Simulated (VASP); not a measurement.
Wanted: the native input for a VASP 6.6.1 run.

```yaml
Task: single point
Functional: PBE
Potentials_or_basis: VASP PAW PBE potentials, release 64 (Ti_sv, O)
Cutoff: 520 eV
k_mesh: 6 × 6 × 10
Occupations: gaussian, width 0.02 eV
Spin: no spin polarisation
Dipole_correction: no
Further_INCAR_settings: ALGO = Normal; EDIFF = 1e-06; NBANDS = 33
```

The structure of TiO2 lies in POSCAR:

```
TiO2
1.0
    4.6433174325      0.0000000000      0.0000000000
    0.0000000000      4.6433174325      0.0000000000
    0.0000000000      0.0000000000      2.9638683199
Ti O
2 4
Direct
    0.5000000000      0.5000000000      0.0000000000
    0.0000000000      0.0000000000      0.5000000000
    0.6948714799      0.6948714799      0.5000000000
    0.8051285201      0.1948714799      0.0000000000
    0.1948714799      0.8051285201      0.0000000000
    0.3051285201      0.3051285201      0.5000000000
```

One way to write it, as run:

INCAR

```
ALGO = Normal
EDIFF = 1E-6
ENCUT = 520
GGA = PE
ISIF = 2
ISMEAR = 0
LASPH = T
LCHARG = F
LREAL = F
LWAVE = F
NBANDS = 33
NELM = 80
PREC = Accurate
SIGMA = 0.02
```

KPOINTS

```
k-points
0
Gamma
  6 6 10
```

Potentials or basis: VASP PAW PBE potentials, release 64 (Ti_sv, O).

Command:

```bash
$ cat potpaw_PBE.64/Ti_sv/POTCAR potpaw_PBE.64/O/POTCAR > POTCAR
$ mpirun -np 1 vasp_std > vasp.out
```

It gave:

The pressure is 0.7 GPa, the largest force is 0.029 eV/Å and the band gap on the k mesh is 1.84 eV, direct.

It took 51 s on 1 thread of Intel(R) Xeon(R) 6975P-C (Granite Rapids), with other jobs on the host, peak memory 0.23 GiB.
